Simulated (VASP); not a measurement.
A run of VASP 6.6.1 is set up as follows.

Contents of INCAR:

```
PREC     = Accurate       # precision mode
ENCUT    = 520            # plane-wave cutoff, eV
EDIFF    = 1E-6           # SCF threshold, eV
ISMEAR   = -1             # smearing method
SIGMA    = 0.05           # smearing width, eV
LREAL    = F              # projectors in reciprocal space
LASPH    = T              # aspherical terms in the spheres
NELM     = 80             # most SCF steps
ALGO     = Normal         # electronic algorithm
ISIF     = 2              # what is computed and relaxed
LWAVE    = F              # write WAVECAR
LCHARG   = F              # write CHGCAR
GGA      = PE             # functional
NBANDS   = 16             # bands
```

KPOINTS

```
regular mesh
0
Gamma
  12 12 12
```

File POSCAR:

```
GaP
1.0
    0.0000000000      2.5804676415      2.5804676415
    2.5804676415      0.0000000000      2.5804676415
    2.5804676415      2.5804676415      0.0000000000
Ga P
1 1
Direct
    0.0000000000      0.0000000000      0.0000000000
    0.5000000000      0.5000000000      0.5000000000
```

Potentials or basis: VASP PAW PBE potentials, release 64 (Ga_d, P).

Run with:

```bash
$ cat potpaw_PBE.64/Ga_d/POTCAR potpaw_PBE.64/P/POTCAR > POTCAR
$ mpirun -np 1 vasp_std > vasp.out
```

Problem. Estimate the pressure.

Solution. 0.1 GPa.

Problem. Predict the band gap on the k mesh.

Solution. Zero (band 9 reaches 6.93 eV, above the bottom of band 10 at 3.74 eV).
